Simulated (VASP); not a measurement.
A run of VASP 6.6.1 is set up as follows.

File INCAR:

```
SYSTEM = InSe
ALGO = Normal
EDIFF = 1E-6
ENCUT = 520
GGA = PE
ISIF = 2
ISMEAR = 0
LASPH = .True.
LCHARG = .False.
LREAL = .False.
LWAVE = .False.
NBANDS = 27
NELM = 80
PREC = Accurate
SIGMA = 0.1
```

File KPOINTS:

```
k-points
0
Gamma
  6 6 6
  0 0 0
```

Contents of POSCAR:

```
InSe
1.0
    2.0601532702      1.1894300451      7.3965156730
   -2.0601532702      1.1894300451      7.3965156730
    0.0000000000     -2.3788600902      7.3965156730
In Se
2 2
Direct
    0.0000000000      0.0000000000      0.0000000000
    0.5000000000      0.5000000000      0.5000000000
    0.2370396720      0.2370396720      0.2370396720
    0.7629603280      0.7629603280      0.7629603280
```

Potentials or basis: VASP PAW PBE potentials, release 64 (In_d, Se).

Run with:

```bash
$ cat potpaw_PBE.64/In_d/POTCAR potpaw_PBE.64/Se/POTCAR > POTCAR
$ mpirun -np 1 vasp_std > vasp.out
```

(1) Predict the largest force.

(2) What does it give for the pressure?

Answers

(1) 0.045 eV/Å.

(2) -0.2 GPa.
